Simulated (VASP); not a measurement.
A run of VASP 6.6.1:

Contents of INCAR:

```
SYSTEM = Fe
PREC = Accurate
ENCUT = 520
EDIFF = 1E-6
ISMEAR = -1
SIGMA = 0.05
LREAL = .False.
LASPH = .True.
NELM = 150
ALGO = Normal
ISIF = 2
LWAVE = .False.
LCHARG = .False.
ISPIN = 2
MAGMOM = 3
LORBIT = 11
LMAXMIX = 4
GGA = PS
NBANDS = 14
```

Contents of KPOINTS:

```
regular mesh
0
Gamma
  13 13 13
  0 0 0
```

File POSCAR:

```
Fe
1.0
    0.0000000000      1.9154967481      1.9385464314
    1.4781880421      0.0000000000      1.9385464314
    1.4781880421      1.9154967481      0.0000000000
Fe
1
Direct
    0.0000000000      0.0000000000      0.0000000000
```

Potentials or basis: VASP PAW PBE potentials, release 64 (Fe).

Launch:

```console
$ cat potpaw_PBE.64/Fe/POTCAR > POTCAR
$ mpirun -np 1 vasp_std > vasp.out
```

Hardware: 1 thread of Intel(R) Xeon(R) Platinum 8259CL CPU @ 2.50GHz (Skylake/Cascade Lake) (shared host).

Task: Estimate the wall time of this run.

Result: Run time: 110 s on 1 thread of Intel(R) Xeon(R) Platinum 8259CL CPU @ 2.50GHz (Skylake/Cascade Lake) (shared host), peak memory 0.19 GiB. Counts: scf iterations 14, k points 343.
